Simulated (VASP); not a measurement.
Here is a VASP 6.6.1 calculation.

POSCAR

```
SnTe
1.0
    0.0000000000      3.6586665285      3.6586665285
    3.6586665285      0.0000000000      3.6586665285
    3.6586665285      3.6586665285      0.0000000000
Te Sn
1 1
Direct
    0.2500000000      0.2500000000      0.2500000000
    0.0000000000      0.0000000000      0.0000000000
```

Contents of INCAR.step1:

```
SYSTEM = SnTe
PREC = Accurate
ENCUT = 520
EDIFF = 1E-5
ISMEAR = -1
SIGMA = 0.05
LREAL = .FALSE.
LASPH = .TRUE.
NELM = 100
ALGO = Normal
ISIF = 2
LWAVE = .TRUE.
LCHARG = .FALSE.
GGA = PE
NBANDS = 17
```

The input INCAR.step2:

```
SYSTEM = SnTe
PREC = Accurate
ENCUT = 520
EDIFF = 1E-6
ISMEAR = -1
SIGMA = 0.05
LREAL = .FALSE.
LASPH = .TRUE.
NELM = 100
ALGO = Normal
ISIF = 2
LWAVE = .FALSE.
LCHARG = .FALSE.
GGA = PE
LHFCALC = .TRUE.
AEXX = 0.25
PRECFOCK = Normal
ISTART = 1
NBANDS = 17
```

File KPOINTS:

```
Automatic mesh
0
G
  4 4 4
  0 0 0
```

Potentials or basis: VASP PAW PBE potentials, release 64 (Te, Sn_d).

Command:

```sh
$ cat potpaw_PBE.64/Te/POTCAR potpaw_PBE.64/Sn_d/POTCAR > POTCAR
$ cp INCAR.step1 INCAR
$ mpirun -np 1 vasp_std > vasp.out
$ cp INCAR.step2 INCAR
$ mpirun -np 1 vasp_std > vasp.out
```

**Question.** Estimate the band gap on the k mesh.

**Answer.** 1.12 eV (least direct gap 1.84 eV).

**Question.** What does it give for the pressure?

**Answer.** -1.6 GPa.

Caveat: the PAW data sets were made with another functional, which shifts forces and pressure a little; spin-orbit coupling is left out, which moves the levels of the heavy elements. A k mesh can miss the band edges.
